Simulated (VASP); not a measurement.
# Al2O3 (P-3m1) in VASP: a series of runs

Runs on Al2O3. Level: LDA. Tasks: single point.

All numbers are computed with VASP 6.6.1; they aren't measurements. Logs are shortened: lines on timing, memory, paths and dates and some standing lists are left out, and cuts for length are marked.

### 1 The cell of the first run

Symmetry: P-3m1, No. 164, trigonal system. The conventional cell has a = 2.776 Å, b = 2.776 Å, c = 7.575 Å, α = 90.00°, β = 90.00°, γ = 120.00°. Al (site symmetry 3m) has 4 O at 1.68 to 1.71 Å within 2.2 Å. Within 2.3 Å of O (site symmetry 3m) lie 3 Al at 1.71 Å. Within 2.2 Å of O (site symmetry -3m) lie 2 Al at 1.68 Å.

### 2 Single point, LDA (strain -0.080 along x and y, +0.000 along z)

Input file INCAR:

```
SYSTEM = Al2O3
PREC = Accurate
ENCUT = 520
EDIFF = 1E-6
ISMEAR = 0
SIGMA = 0.05
LREAL = .FALSE.
LASPH = .TRUE.
NELM = 100
ALGO = Normal
ISIF = 2
LWAVE = .FALSE.
LCHARG = .FALSE.
NBANDS = 20
```

Input file KPOINTS:

```
regular mesh
0
G
  12 12 4
  0 0 0
```

Input file POSCAR:

```
Al2O3
1.0
    2.7760839405      0.0000000000      0.0000000000
   -1.3880419702      2.4041592155      0.0000000000
    0.0000000000      0.0000000000      7.5746360022
Al O
2 3
Direct
    0.0000000000      0.0000000000      0.2779510000
    0.0000000000      0.0000000000      0.7220490000
    0.3333333333      0.6666666667      0.1994540000
    0.6666666667      0.3333333333      0.8005460000
    0.0000000000      0.0000000000      0.5000000000
```

Potentials or basis: VASP PAW LDA potentials, release 64 (Al, O).

Launch:

```bash
> cat potpaw_LDA.64/Al/POTCAR potpaw_LDA.64/O/POTCAR > POTCAR
> mpirun -np 1 vasp_std > vasp.out
```

OUTCAR:

```text
SYSTEM = Al2O3
   PREC = Accurate
   ENCUT = 520
   EDIFF = 1E-6
   ISMEAR = 0
   LREAL = .FALSE.
   LASPH = .TRUE.
   NELM = 100
   ISIF = 2

 ion  position               nearest neighbor table
   1  0.000  0.000  0.278-   5 1.68   3 1.71   3 1.71   3 1.71   2 3.36
   2  0.000  0.000  0.722-   5 1.68   4 1.71   4 1.71   4 1.71   1 3.36
   3  0.333  0.667  0.199-   1 1.71   1 1.71   1 1.71
   4  0.667  0.333  0.801-   2 1.71   2 1.71   2 1.71
   5  0.000  0.000  0.500-   1 1.68   2 1.68

  LATTYP: Found a hexagonal cell.
 ALAT       =     2.7760839405
 C/A-ratio  =     2.7285327694

  Lattice vectors:

 A1 = (   2.7760839405,   0.0000000000,   0.0000000000)
 A2 = (  -1.3880419702,   2.4041592155,   0.0000000000)
 A3 = (   0.0000000000,   0.0000000000,   7.5746360022)

Analysis of symmetry for initial positions (statically):
=====================================================================
 Subroutine PRICEL returns:
 Original cell was already a primitive cell.

 Routine SETGRP: Setting up the symmetry group for a
 hexagonal supercell.

 Subroutine GETGRP returns: Found 12 space group operations
 (whereof 12 operations were pure point group operations)
 out of a pool of 24 trial point group operations.

The static configuration has the point symmetry D_3d.

Analysis of symmetry for dynamics (positions and initial velocities):
=====================================================================
 Subroutine PRICEL returns:
 Original cell was already a primitive cell.

 Routine SETGRP: Setting up the symmetry group for a
 hexagonal supercell.

 Subroutine GETGRP returns: Found 12 space group operations
 (whereof 12 operations were pure point group operations)
 out of a pool of 24 trial point group operations.

The dynamic configuration has the point symmetry D_3d.

 Subroutine INISYM returns: Found 12 space group operations
 (whereof 12 operations are pure point group operations),
 and found     1 'primitive' translations

----------------------------------------------------------------------------------------

                                     Primitive cell

  volume of cell :      50.5542

  direct lattice vectors                    reciprocal lattice vectors
     2.776083940  0.000000000  0.000000000     0.360219655  0.207972915  0.000000000
[... 91 lines left out ...]
   NELM   =    100;   NELMIN=  2; NELMDL= -5     # of ELM steps
   EDIFF  = 0.1E-05   stopping-criterion for ELM
   LREAL  =      F    real-space projection
   EDIFFG = 0.1E-04   stopping-criterion for IOM
   NSW    =      0    number of steps for IOM
   IBRION =     -1    ionic relax: 0-MD 1-quasi-New 2-CG
   NFREE  =      0    steps in history (QN), initial steepest desc. (CG)
   ISIF   =      2    stress and relaxation
   ISYM   =      2    0-nonsym 1-usesym 2-fastsym
   POTIM  = 0.5000    time-step for ionic-motion
   TEBEG  =    0.0;   TEEND  =   0.0 temperature during run
   PSTRESS=    0.0 pullay stress
   NELECT =      24.0000    total number of electrons
   NUPDOWN=      -1.0000    fix difference up-down
   EMIN   =  10.00;   EMAX   =-10.00  energy-range for DOS
   EFERMI =   0.00;   METHOD = LEGACY
   ISMEAR =     0;   SIGMA  =   0.05  broadening in eV -4-tet -1-fermi 0-gaus
   EFERMI_NEDOS =   21; number of points for ismear=-14 and -15
   IALGO  =     38    algorithm
   IMIX   =      4    mixing-type and parameters
     AMIX     =   0.40;   BMIX     =  1.00
     AMIX_MAG =   1.60;   BMIX_MAG =  1.00
  volume/ion in A,a.u.               =      10.11        68.23
  Fermi-wavevector in a.u.,A,eV,Ry     =   1.277103  2.413375 22.191007  1.630993
  Thomas-Fermi vector in A             =   2.409722
   LORBIT       =      0    0 simple, 1 ext, 2 COOP (PROOUT), +10 PAW based schemes
   GGA     = CA    functional components
   LHFCALC =     F    Hartree Fock is set to
   AEXX    =    0.0000 exact exchange contribution
   IVDW    =     0    specifies the selected vdW correction
   LEPSILON=     F    determine dielectric tensor
   LRPA    =     F    only Hartree local field effects (RPA)
 non-spin polarized calculation
 Gauss-broadening in eV      SIGMA  =   0.05
  energy-cutoff  :      520.00
  volume of cell :       50.55
 maximum number of plane-waves:      1373
 NGX is ok and might be reduce to    24
   NGX = 11   NGY = 11   NGZ = 29

 number of electron      24.0000005 magnetization

 Free energy of the ion-electron system (eV)
  ---------------------------------------------------
  ext. energy  EPLUGINS =         0.00000000
  ---------------------------------------------------
  free energy    TOTEN  =       -38.91972605 eV

  energy without entropy =      -38.91972605  energy(sigma->0) =      -38.91972605

 E-fermi :   6.2532     XC(G=0): -10.9612

 val. band max:        5.9487780315   @ k =   0.0000   0.0000   0.0000
 cond. band min:       8.3811028120   @ k =   0.0000   0.0000   0.0000
 fundamental gap:      2.4323247805
 Fermi energy:         6.2531518622

 k-point     1 :       0.0000    0.0000    0.0000
  band No.  band energies     occupation
      1     -15.7714      2.00000
      2     -15.5945      2.00000
      3     -11.6375      2.00000
      4      -1.5670      2.00000
      5      -0.7027      2.00000
      6       0.7758      2.00000
[... 541 lines left out ...]
     19      18.3326      0.00000
     20      19.6334      0.00000

 [... further k-points ...]

------------------------ aborting loop because EDIFF is reached ----------------------------------------

  FORCE on cell =-STRESS in cart. coord.  units (eV):
  Direction    XX          YY          ZZ          XY          YZ          ZX
  --------------------------------------------------------------------------------------
  -------------------------------------------------------------------------------------
  Total       13.0799147     13.0799147     -0.9100352      0.0000000      0.0000000     -0.0000000
  in kB      414.5318522    414.5318522    -28.8410581      0.0000000      0.0000000     -0.0000000
  external PRESSURE =     266.7408821 kB  Pullay stress =       0.0000000 kB

 VOLUME and BASIS-vectors are now :
 -----------------------------------------------------------------------------
  energy-cutoff  :      520.00
  volume of cell :       50.55
      direct lattice vectors                 reciprocal lattice vectors
     2.776083940  0.000000000  0.000000000     0.360219655  0.207972915  0.000000000
    -1.388041970  2.404159216  0.000000000     0.000000000  0.415945830  0.000000000
     0.000000000  0.000000000  7.574636002     0.000000000  0.000000000  0.132019545

 POSITION                                       TOTAL-FORCE (eV/Angst)
 -----------------------------------------------------------------------------------
      0.00000      0.00000      2.10538        -0.000000      0.000000      2.228810
      0.00000      0.00000      5.46926        -0.000000     -0.000000     -2.228810
     -0.00000      1.60277      1.51079         0.000000      0.000000     -1.493897
      1.38804      0.80139      6.06384        -0.000000      0.000000      1.493897
      0.00000      0.00000      3.78732        -0.000000      0.000000      0.000000
 -----------------------------------------------------------------------------------
    total drift:                                0.000000      0.000000      0.000000

  FREE ENERGIE OF THE ION-ELECTRON SYSTEM (eV)
  ---------------------------------------------------
  free  energy   TOTEN  =       -38.9197260496 eV

  energy  without entropy=      -38.9197260496  energy(sigma->0) =      -38.91972605
```

It took 82 s on 1 thread of Intel Xeon 8259CL, shared host; peak memory 0.18 GiB.

What came out:

| Item | Value |
| --- | --- |
| Free energy | -38.9197 eV |
| Pressure | 26.7 GPa |
| Largest force | 2.229 eV/Å |
| Band gap on the k mesh | 2.43 eV |

Forces on the atoms (eV/Å):
```
Al   0.000  0.000  2.229
Al   0.000  0.000 -2.229
O    0.000  0.000 -1.494
O    0.000  0.000  1.494
O    0.000  0.000  0.000
```

Levels at points of the mesh, in eV from the valence-band top:
| k point | band 8 | band 9 | band 10 | band 11 | band 12 | band 13 | band 14 | band 15 | band 16 | band 17 |
| --- | --- | --- | --- | --- | --- | --- | --- | --- | --- | --- |
| (0.00, 0.00, 0.00) | -5.16 | -5.16 | -3.74 | 0.00 | 0.00 | 2.43 | 4.79 | 7.05 | 10.03 | 10.19 |
| (0.50, 0.00, 0.00) | -5.85 | -4.87 | -4.42 | -3.11 | -0.76 | 3.55 | 5.59 | 8.31 | 9.13 | 9.22 |
| (0.00, 0.00, 0.50) | -5.16 | -5.16 | -4.42 | 0.00 | 0.00 | 3.52 | 3.56 | 8.13 | 8.28 | 11.59 |
| (0.50, 0.00, 0.50) | -5.77 | -5.12 | -4.40 | -3.04 | -0.75 | 4.03 | 4.92 | 8.16 | 8.59 | 10.33 |

Caveat: the cell differs from its parent crystal (strain -0.080 along x and y, +0.000 along z); the cell stands under pressure; forces of over 1 eV/Å act on the atoms, so gaps and moduli don't describe the material at rest. A k mesh can miss the band edges.

### 3 Single point, LDA (strain -0.040 along x and y, -0.080 along z)

Edit INCAR of step 2 so:

```diff
@@ -3,3 +3,3 @@
 ENCUT = 520
-EDIFF = 1E-6
+EDIFF = 1E-7
 ISMEAR = 0
@@ -8,3 +8,3 @@
 LASPH = .TRUE.
-NELM = 100
+NELM = 80
 ALGO = Normal
```

Input file KPOINTS:

```
Automatic mesh
0
G
  12 12 4
  0 0 0
```

Edit POSCAR of step 2 so:

```diff
@@ -2,5 +2,5 @@
 1.0
-    2.7760839405      0.0000000000      0.0000000000
-   -1.3880419702      2.4041592155      0.0000000000
-    0.0000000000      0.0000000000      7.5746360022
+    2.8967832423      0.0000000000      0.0000000000
+   -1.4483916211      2.5086878770      0.0000000000
+    0.0000000000      0.0000000000      6.9686651220
 Al O
```

Potentials or basis: VASP PAW LDA potentials, release 64 (Al, O).

Launch:

```bash
> cat potpaw_LDA.64/Al/POTCAR potpaw_LDA.64/O/POTCAR > POTCAR
> mpirun -np 1 vasp_std > vasp.out
```

It took 85 s on 1 thread of Intel Xeon 8259CL, shared host; peak memory 0.18 GiB.

The run converged. Its results:

```yaml
Free_energy: -39.0142 eV
Pressure: 29.9 GPa
Largest_force: 4.344 eV/Å
Band_gap_on_the_k_mesh: 3.86 eV
```

Forces on the atoms (eV/Å):
```
Al   0.000  0.000 -4.344
Al   0.000  0.000  4.344
O    0.000  0.000 -1.089
O    0.000  0.000  1.089
O    0.000  0.000  0.000
```

Stress tensor (GPa, compression positive):
```
15.88  0.00  0.00
 0.00 15.88  0.00
 0.00  0.00 57.81
```

Levels at points of the mesh, in eV from the valence-band top:
```tsv
k point	band 9	band 10	band 11	band 12	band 13	band 14	band 15	band 16
(0.00, 0.00, 0.00)	-3.27	-1.80	0.00	0.00	3.86	6.07	8.75	12.16
(0.50, 0.00, 0.00)	-3.47	-2.62	-1.48	-0.55	5.31	7.51	9.30	10.90
(0.00, 0.00, 0.50)	-3.05	-2.92	0.00	0.00	4.73	5.19	9.53	10.26
(0.50, 0.00, 0.50)	-3.42	-2.99	-1.32	-0.54	6.06	6.46	9.71	9.82
```

Caveat: the cell differs from its parent crystal (strain -0.040 along x and y, -0.080 along z); the cell stands under pressure; forces of over 1 eV/Å act on the atoms, so gaps and moduli don't describe the material at rest.
